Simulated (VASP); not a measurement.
# CrO2 (Fm-3m) in VASP: single point with PBE

Aim: the single point of CrO2 with PBE.

Everything below comes from runs of VASP 6.6.1. Logs are shortened: lines on timing, memory, paths and dates and some standing lists are left out, and cuts for length are marked.

### Step 1. The cell of the first run

Symmetry: Fm-3m, No. 225, cubic system. Conventional cell: a = 4.766 Å, b = 4.766 Å, c = 4.766 Å, α = 90.00°, β = 90.00°, γ = 90.00°. Cr (site symmetry m-3m) has 8 O at 2.06 Å within 2.7 Å. O (site symmetry -43m) has 4 Cr at 2.06 Å and 6 O at 2.38 Å within 2.7 Å.

### Step 2. Single point, PBE, collinear spin, ferromagnetic start

INCAR reads:

```
SYSTEM = CrO2
  ALGO = Normal
  EDIFF = 1E-7
  ENCUT = 520
  GGA = PE
  ISIF = 2
  ISMEAR = -1
  ISPIN = 2
  LASPH = .True.
  LCHARG = .False.
  LMAXMIX = 4
  LORBIT = 11
  LREAL = .False.
  LWAVE = .False.
  MAGMOM = 3 0 0
  NBANDS = 23
  NELM = 150
  PREC = Accurate
  SIGMA = 0.05
```

KPOINTS reads:

```
k-points
0
Gamma
  10 10 10
  0 0 0
```

POSCAR reads:

```
CrO2
1.0
    0.0000000000      2.3830650000      2.3830650000
    2.3830650000      0.0000000000      2.3830650000
    2.3830650000      2.3830650000      0.0000000000
Cr O
1 2
Direct
    0.0000000000      0.0000000000      0.0000000000
    0.2500000000      0.2500000000      0.2500000000
    0.7500000000      0.7500000000      0.7500000000
```

Potentials or basis: VASP PAW PBE potentials, release 64 (Cr_pv, O).

Started as:

```sh
$ cat potpaw_PBE.64/Cr_pv/POTCAR potpaw_PBE.64/O/POTCAR > POTCAR
$ mpirun -np 1 vasp_std > vasp.out
```

OUTCAR:

```text
SYSTEM = CrO2
   EDIFF = 1E-7
   ENCUT = 520
   GGA = PE
   ISIF = 2
   ISMEAR = -1
   ISPIN = 2
   LASPH = .True.
   LORBIT = 11
   LREAL = .False.
   NELM = 150
   PREC = Accurate

 ion  position               nearest neighbor table
   1  0.000  0.000  0.000-   3 2.06   3 2.06   3 2.06   2 2.06   3 2.06   2 2.06   2 2.06   2 2.06

   2  0.250  0.250  0.250-   1 2.06   1 2.06   1 2.06   1 2.06
   3  0.750  0.750  0.750-   1 2.06   1 2.06   1 2.06   1 2.06

  LATTYP: Found a face centered cubic cell.
 ALAT       =     4.7661300000

  Lattice vectors:

 A1 = (   0.0000000000,   2.3830650000,   2.3830650000)
 A2 = (   2.3830650000,   0.0000000000,   2.3830650000)
 A3 = (   2.3830650000,   2.3830650000,   0.0000000000)

Analysis of symmetry for initial positions (statically):
=====================================================================
 Subroutine PRICEL returns:
 Original cell was already a primitive cell.

 Routine SETGRP: Setting up the symmetry group for a
 face centered cubic supercell.

 Subroutine GETGRP returns: Found 48 space group operations
 (whereof 48 operations were pure point group operations)
 out of a pool of 48 trial point group operations.

The static configuration has the point symmetry O_h .

Analysis of symmetry for dynamics (positions and initial velocities):
=====================================================================
 Subroutine PRICEL returns:
 Original cell was already a primitive cell.

 Routine SETGRP: Setting up the symmetry group for a
 face centered cubic supercell.

 Subroutine GETGRP returns: Found 48 space group operations
 (whereof 48 operations were pure point group operations)
 out of a pool of 48 trial point group operations.

The dynamic configuration has the point symmetry O_h .

Analysis of structural, dynamic, and magnetic symmetry:
=====================================================================
 Subroutine PRICEL returns:
 Original cell was already a primitive cell.

 Routine SETGRP: Setting up the symmetry group for a
 face centered cubic supercell.

 Subroutine GETGRP returns: Found 48 space group operations
 (whereof 48 operations were pure point group operations)
 out of a pool of 48 trial point group operations.

The overall configuration has the point symmetry O_h .

 Subroutine INISYM returns: Found 48 space group operations
 (whereof 48 operations are pure point group operations),
 and found     1 'primitive' translations

[... 116 lines left out ...]
     AMIX_MAG =   1.60;   BMIX_MAG =  1.00
  volume/ion in A,a.u.               =       9.02        60.89
  Fermi-wavevector in a.u.,A,eV,Ry     =   1.572773  2.972110 33.655571  2.473615
  Thomas-Fermi vector in A             =   2.674157
   LORBIT       =     11    0 simple, 1 ext, 2 COOP (PROOUT), +10 PAW based schemes
   GGA     = PE    functional components
   LHFCALC =     F    Hartree Fock is set to
   AEXX    =    0.0000 exact exchange contribution
   IVDW    =     0    specifies the selected vdW correction
   LEPSILON=     F    determine dielectric tensor
   LRPA    =     F    only Hartree local field effects (RPA)
 spin polarized calculation
  energy-cutoff  :      520.00
  volume of cell :       27.07
 maximum number of plane-waves:       745
 NGX is ok and might be reduce to    28
   NGX = 13   NGY = 13   NGZ = 13

 number of electron      23.9999997 magnetization       2.0000620

 Free energy of the ion-electron system (eV)
  ---------------------------------------------------
  ext. energy  EPLUGINS =         0.00000000
  ---------------------------------------------------
  free energy    TOTEN  =       -24.33262685 eV

  energy without entropy =      -24.33249738  energy(sigma->0) =      -24.33256211

 E-fermi :   6.6959     XC(G=0): -12.3244

 val. band max:        6.5385557639   @ k =   0.5000   0.5000   0.0000
 cond. band min:       6.8968589476   @ k =   0.5000   0.0000   0.0000
 fundamental gap:      0.3583031836
 Fermi energy:         6.6959288752

 spin component 1

 k-point     1 :       0.0000    0.0000    0.0000
  band No.  band energies     occupation
      1     -38.2134      1.00000
      2     -38.2133      1.00000
      3     -38.2132      1.00000
      4     -13.5669      1.00000
      5      -9.3623      1.00000
      6       0.2519      1.00000
[... 613 lines left out ...]
     22      24.0874      0.00000
     23      27.2130      0.00000

 [... further k-points ...]

 spin component 2

 k-point     1 :       0.0000    0.0000    0.0000
  band No.  band energies     occupation
      1     -35.9081      1.00000
      2     -35.9081      1.00000
      3     -35.9081      1.00000
      4     -13.6906      1.00000
      5      -9.6206      1.00000
      6       0.5052      1.00000
[... 613 lines left out ...]
     22      24.7300      0.00000
     23      27.5170      0.00000

 [... further k-points ...]
[... 5 lines left out ...]
  --------------------------------------------------------------------------------------
  -------------------------------------------------------------------------------------
  Total       -1.3360382     -1.3360382     -1.3360382      0.0000000     -0.0000000      0.0000000
  in kB      -79.0845753    -79.0845753    -79.0845753      0.0000000     -0.0000000      0.0000000
  external PRESSURE =     -79.0845753 kB  Pullay stress =       0.0000000 kB

 VOLUME and BASIS-vectors are now :
 -----------------------------------------------------------------------------
  energy-cutoff  :      520.00
  volume of cell :       27.07
      direct lattice vectors                 reciprocal lattice vectors
     0.000000000  2.383065000  2.383065000    -0.209813832  0.209813832  0.209813832
     2.383065000  0.000000000  2.383065000     0.209813832 -0.209813832  0.209813832
     2.383065000  2.383065000  0.000000000     0.209813832  0.209813832 -0.209813832

 POSITION                                       TOTAL-FORCE (eV/Angst)
 -----------------------------------------------------------------------------------
      0.00000      0.00000      0.00000         0.000000      0.000000      0.000000
      1.19153      1.19153      1.19153         0.000000      0.000000     -0.000000
      3.57460      3.57460      3.57460        -0.000000     -0.000000      0.000000
 -----------------------------------------------------------------------------------
    total drift:                                0.000000     -0.000000      0.000000

  FREE ENERGIE OF THE ION-ELECTRON SYSTEM (eV)
  ---------------------------------------------------
  free  energy   TOTEN  =       -24.3326268457 eV

  energy  without entropy=      -24.3324973781  energy(sigma->0) =      -24.33256211

 total charge

# of ion       s       p       d       tot
------------------------------------------
    1        0.295   6.331   3.900  10.526
    2        1.582   3.408   0.000   4.990
    3        1.582   3.408   0.000   4.990
--------------------------------------------------
tot          3.458  13.147   3.900  20.506

 magnetization (x)

# of ion       s       p       d       tot
------------------------------------------
    1        0.029   0.031   2.144   2.205
    2       -0.002  -0.126   0.000  -0.128
    3       -0.002  -0.126   0.000  -0.128
--------------------------------------------------
tot          0.025  -0.220   2.144   1.949
```

OSZICAR:

```text
N       E                     dE             d eps       ncg     rms          rms(c)
DAV:   1     0.227746817309E+03    0.22775E+03   -0.12883E+04  4340   0.115E+03
DAV:   2    -0.209808348099E+02   -0.24873E+03   -0.23280E+03  4780   0.351E+02
DAV:   3    -0.325702030655E+02   -0.11589E+02   -0.11522E+02  4989   0.831E+01
DAV:   4    -0.326463471440E+02   -0.76144E-01   -0.76138E-01  4590   0.718E+00
DAV:   5    -0.326468729366E+02   -0.52579E-03   -0.52579E-03  4975   0.580E-01    0.252E+01
DAV:   6    -0.314889327351E+02    0.11579E+01   -0.12713E+02  5211   0.654E+01    0.366E+01
DAV:   7    -0.258864658485E+02    0.56025E+01   -0.11160E+02  4597   0.715E+01    0.116E+01
DAV:   8    -0.246451995566E+02    0.12413E+01   -0.32568E+00  4614   0.126E+01    0.545E+00
DAV:   9    -0.243213297055E+02    0.32387E+00   -0.18969E+00  5388   0.849E+00    0.231E+00
DAV:  10    -0.243329388240E+02   -0.11609E-01   -0.75672E-02  4352   0.197E+00    0.106E+00
DAV:  11    -0.243326645004E+02    0.27432E-03   -0.48146E-02  4401   0.147E+00    0.475E-01
DAV:  12    -0.243337626931E+02   -0.10982E-02   -0.23233E-03  4509   0.278E-01    0.369E-01
DAV:  13    -0.243326573532E+02    0.11053E-02   -0.51864E-03  4464   0.526E-01    0.124E-01
DAV:  14    -0.243326267996E+02    0.30554E-04   -0.15896E-03  4555   0.245E-01    0.415E-02
DAV:  15    -0.243326381572E+02   -0.11358E-04   -0.73861E-05  4373   0.493E-02    0.388E-02
DAV:  16    -0.243326256552E+02    0.12502E-04   -0.67040E-05  4324   0.629E-02    0.128E-02
DAV:  17    -0.243326267562E+02   -0.11010E-05   -0.87961E-06  4389   0.177E-02    0.362E-03
DAV:  18    -0.243326268457E+02   -0.89503E-07   -0.90132E-07  4056   0.623E-03
   1 F= -.24332627E+02 E0= -.24332562E+02  d E =-.129468E-03  mag=     2.0000
```

Wall time 83 s (1 thread of AMD EPYC 7R43 (Zen 3), shared host); peak memory 0.16 GiB.

Results:

* Free energy: -24.3326 eV
* Pressure: -7.9 GPa
* Band gap on the k mesh: 0.36 eV, indirect (least direct gap 0.37 eV)
* Net moment: 2.00 μB per cell
* Site moments: Cr +2.21; O -0.13 μB
* Valence electrons inside the program's atomic spheres: Cr 10.53; O 4.99

Caveat: a cell with one magnetic atom can't hold antiferromagnetic order, which such compounds often take.
